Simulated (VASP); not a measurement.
# MoS2 in VASP: notebook, part 2 of 2

VASP 6.6.1. Earlier steps stand in the parts before.

### 5 Single point, PBE+D3(BJ)

File INCAR:

```
ALGO     = Normal         # electronic algorithm
DIPOL    = 0.5 0.5 0.500
EDIFF    = 1E-6           # SCF threshold, eV
ENCUT    = 520            # plane-wave cutoff, eV
GGA      = PE             # functional
IDIPOL   = 3            
ISIF     = 2              # what is computed and relaxed
ISMEAR   = 0              # smearing method
IVDW     = 12             # dispersion correction
LASPH    = T              # aspherical terms in the spheres
LCHARG   = F              # write CHGCAR
LDIPOL   = T            
LREAL    = F              # projectors in reciprocal space
LWAVE    = F              # write WAVECAR
NBANDS   = 35             # bands
NELM     = 60             # most SCF steps
PREC     = Accurate       # precision mode
SIGMA    = 0.02           # smearing width, eV
```

File KPOINTS:

```
k-points
0
Gamma
  9 9 1
```

File POSCAR:

```
MoS2
1.0
    3.1517607634      0.0000000000      0.0000000000
   -1.5758803817      2.7295048877      0.0000000000
    0.0000000000      0.0000000000     44.3528703634
S Mo
4 2
Direct
    0.3333333333      0.6666666667      0.3963809605
    0.3333333333      0.6666666667      0.4670312407
    0.6666666667      0.3333333333      0.5329687593
    0.6666666667      0.3333333333      0.6036190395
    0.6666666667      0.3333333333      0.4317238077
    0.3333333333      0.6666666667      0.5682761923
```

Potentials or basis: VASP PAW PBE potentials, release 64 (S, Mo_sv).

Started as:

```console
$ cat potpaw_PBE.64/S/POTCAR potpaw_PBE.64/Mo_sv/POTCAR > POTCAR
$ mpirun -np 1 vasp_std > vasp.out
```

OUTCAR:

```text
EDIFF = 1E-6
   ENCUT = 520
   GGA = PE
   ISIF = 2
   ISMEAR = 0
   IVDW = 12
   LASPH = T
   LREAL = F
   NELM = 60
   PREC = Accurate
 IVDW          = 12

 ion  position               nearest neighbor table
   1  0.333  0.667  0.396-   5 2.40   5 2.40   5 2.40
   2  0.333  0.667  0.467-   5 2.40   5 2.40   5 2.40
   3  0.667  0.333  0.533-   6 2.40   6 2.40   6 2.40
   4  0.667  0.333  0.604-   6 2.40   6 2.40   6 2.40
   5  0.667  0.333  0.432-   2 2.40   2 2.40   2 2.40   1 2.40   1 2.40   1 2.40
   6  0.333  0.667  0.568-   3 2.40   3 2.40   3 2.40   4 2.40   4 2.40   4 2.40

  LATTYP: Found a hexagonal cell.
 ALAT       =     3.1517607634
 C/A-ratio  =    14.0724102154

  Lattice vectors:

 A1 = (   3.1517607634,   0.0000000000,   0.0000000000)
 A2 = (  -1.5758803817,   2.7295048877,   0.0000000000)
 A3 = (   0.0000000000,   0.0000000000,  44.3528703634)

Analysis of symmetry for initial positions (statically):
=====================================================================
 Subroutine PRICEL returns:
 Original cell was already a primitive cell.

 Routine SETGRP: Setting up the symmetry group for a
 hexagonal supercell.

 Subroutine GETGRP returns: Found 12 space group operations
 (whereof 12 operations were pure point group operations)
 out of a pool of 24 trial point group operations.

The static configuration has the point symmetry D_3d.

Analysis of symmetry for dynamics (positions and initial velocities):
=====================================================================
 Subroutine PRICEL returns:
 Original cell was already a primitive cell.

 Routine SETGRP: Setting up the symmetry group for a
 hexagonal supercell.

 Subroutine GETGRP returns: Found 12 space group operations
 (whereof 12 operations were pure point group operations)
 out of a pool of 24 trial point group operations.

The dynamic configuration has the point symmetry D_3d.

[... 121 lines left out ...]
   IVDW    =    12    specifies the selected vdW correction
   LEPSILON=     F    determine dielectric tensor
   LRPA    =     F    only Hartree local field effects (RPA)
 non-spin polarized calculation
 Gauss-broadening in eV      SIGMA  =   0.02
  energy-cutoff  :      520.00
  volume of cell :      381.56
 maximum number of plane-waves:     10322
 NGX is ok and might be reduce to    24
   NGX = 11   NGY = 11   NGZ =165

 dipolmoment           0.000000      0.000000      0.000000 electrons x Angstroem

 number of electron      52.0000001 magnetization

 dipolmoment           0.000000      0.000000     -0.000000 electrons x Angstroem

 Free energy of the ion-electron system (eV)
  ---------------------------------------------------
  ext. energy  EPLUGINS =         0.00000000
  ---------------------------------------------------
  free energy    TOTEN  =       -43.61917741 eV

  energy without entropy =      -43.61917741  energy(sigma->0) =      -43.61917741

 E-fermi :  -1.7203     XC(G=0):  -3.2665

 val. band max:       -1.8361692345   @ k =   0.0000   0.0000   0.0000
 cond. band min:      -0.5421272440   @ k =   0.2222   0.1111   0.0000
 fundamental gap:      1.2940419905
 Fermi energy:        -1.7202883260

 k-point     1 :       0.0000    0.0000    0.0000
  band No.  band energies     occupation
      1     -63.1518      2.00000
      2     -63.1518      2.00000
      3     -37.3136      2.00000
      4     -37.3135      2.00000
      5     -37.0735      2.00000
      6     -37.0735      2.00000
[... 445 lines left out ...]
     34       2.6724      0.00000
     35       4.5830      0.00000

------------------------ aborting loop because EDIFF is reached ----------------------------------------

 vacuum level on the upper side and lower side of the slab       (xc-potential included)        -0.138        -0.138

 Edisp (eV)   -2.25278

 E8    (eV) :    -0.9414

  FORCE on cell =-STRESS in cart. coord.  units (eV):
  Direction    XX          YY          ZZ          XY          YZ          ZX
  --------------------------------------------------------------------------------------
  -------------------------------------------------------------------------------------
  Total      -0.07698    -0.07698    -0.10796     0.00000     0.00000     0.00000
  in kB      -0.32323    -0.32323    -0.45335     0.00000     0.00000     0.00000
  external pressure =       -0.37 kB  Pullay stress =        0.00 kB

 VOLUME and BASIS-vectors are now :
 -----------------------------------------------------------------------------
  energy-cutoff  :      520.00
  volume of cell :      381.56
      direct lattice vectors                 reciprocal lattice vectors
     3.151760763  0.000000000  0.000000000     0.317282965  0.183183405  0.000000000
    -1.575880382  2.729504888  0.000000000     0.000000000  0.366366811  0.000000000
     0.000000000  0.000000000 44.352870363     0.000000000  0.000000000  0.022546455

 POSITION                                       TOTAL-FORCE (eV/Angst)
 -----------------------------------------------------------------------------------
     -0.00000      1.81967     17.58063         0.000000     -0.000000      0.011839
     -0.00000      1.81967     20.71418         0.000000      0.000000     -0.013375
      1.57588      0.90983     23.63869        -0.000000     -0.000000      0.013375
      1.57588      0.90983     26.77224         0.000000      0.000000     -0.011839
      1.57588      0.90983     19.14819        -0.000000      0.000000     -0.001342
     -0.00000      1.81967     25.20468         0.000000      0.000000      0.001342
 -----------------------------------------------------------------------------------
    total drift:                               -0.000000     -0.000000     -0.000000

  FREE ENERGIE OF THE ION-ELECTRON SYSTEM (eV)
  ---------------------------------------------------
  free  energy   TOTEN  =       -45.8719525560 eV

  energy  without entropy=      -45.8719525560  energy(sigma->0) =      -45.87195256

 vacuum level on the upper side and lower side of the slab         3.473         3.473
```

OSZICAR:

```text
N       E                     dE             d eps       ncg     rms          rms(c)
DAV:   1     0.444997984142E+03    0.44500E+03   -0.25473E+04  1056   0.117E+03
DAV:   2    -0.703894495740E+01   -0.45204E+03   -0.44012E+03  1164   0.280E+02
DAV:   3    -0.455749772685E+02   -0.38536E+02   -0.38114E+02  1047   0.769E+01
[... 17 lines left out ...]
DAV:  21    -0.436191664163E+02   -0.14839E-04   -0.36989E-07   659   0.130E-03    0.617E-04
DAV:  22    -0.436191723077E+02   -0.58914E-05   -0.13169E-07   639   0.814E-04    0.328E-04
DAV:  23    -0.436191755995E+02   -0.32917E-05   -0.65090E-08   588   0.505E-04    0.124E-04
DAV:  24    -0.436191769762E+02   -0.13767E-05   -0.30674E-08   528   0.314E-04    0.974E-05
DAV:  25    -0.436191774064E+02   -0.43018E-06   -0.83433E-09   513   0.187E-04
   1 F= -.45871953E+02 E0= -.45871953E+02  d E =-.366679E-18
```

It took 5.1 min on 1 thread of AMD EPYC 7R13 (Zen 3), shared host; peak memory 0.47 GiB.

Results:

```yaml
Free_energy: -45.8720 eV
Largest_force: 0.013 eV/Å
Band_gap_on_the_k_mesh: 1.29 eV, indirect (least direct gap 1.75 eV)
Dispersion_energy_per_atom: -0.375 eV
```

Forces in eV/Å, atoms in the order of the input:
```
S    0.000  0.000  0.012
S    0.000  0.000 -0.013
S    0.000  0.000  0.013
S    0.000  0.000 -0.012
Mo   0.000  0.000 -0.001
Mo   0.000  0.000  0.001
```

Levels at points of the mesh, in eV from the valence-band top:
```csv
k point,band 22,band 23,band 24,band 25,band 26,band 27,band 28,band 29,band 30,band 31
"(0.00, 0.00, 0.00)",-1.93,-1.93,-1.78,-0.76,0.00,2.33,2.33,2.35,2.35,2.53
```

### 6 Overview

| level | cell | k mesh | smearing | gap on the mesh (eV) | largest force (eV/Å) |
| --- | --- | --- | --- | --- | --- |
| PBE+D3(BJ) | a = 3.149, b = 3.149, c = 44.353 Å, angles 90.0, 90.0, 120.0°, 6 atoms | 6 × 6 × 1 | gaussian 0.1 eV | 1.22 | 0.04 |
| PBE | a = 3.185, b = 3.185, c = 44.353 Å, angles 90.0, 90.0, 120.0°, 6 atoms | 12 × 12 × 1 | gaussian 0.02 eV | 1.55 | 0.01 |
| r2SCAN | a = 3.152, b = 3.152, c = 44.353 Å, angles 90.0, 90.0, 120.0°, 6 atoms | 12 × 12 × 1 | gaussian 0.02 eV | 1.34 | 0.21 |
| PBE+D3(BJ) | a = 3.152, b = 3.152, c = 44.353 Å, angles 90.0, 90.0, 120.0°, 6 atoms | 9 × 9 × 1 | gaussian 0.02 eV | 1.29 | 0.01 |

Alike in all rows: task single point; potentials or basis VASP PAW PBE potentials, release 64 (S, Mo_sv); no spin polarisation; cutoff (eV) 520.

Caveats: the PAW data sets were made with another functional, which shifts forces and pressure a little (some runs).

Absolute energies hang on the potentials; compare differences alone.
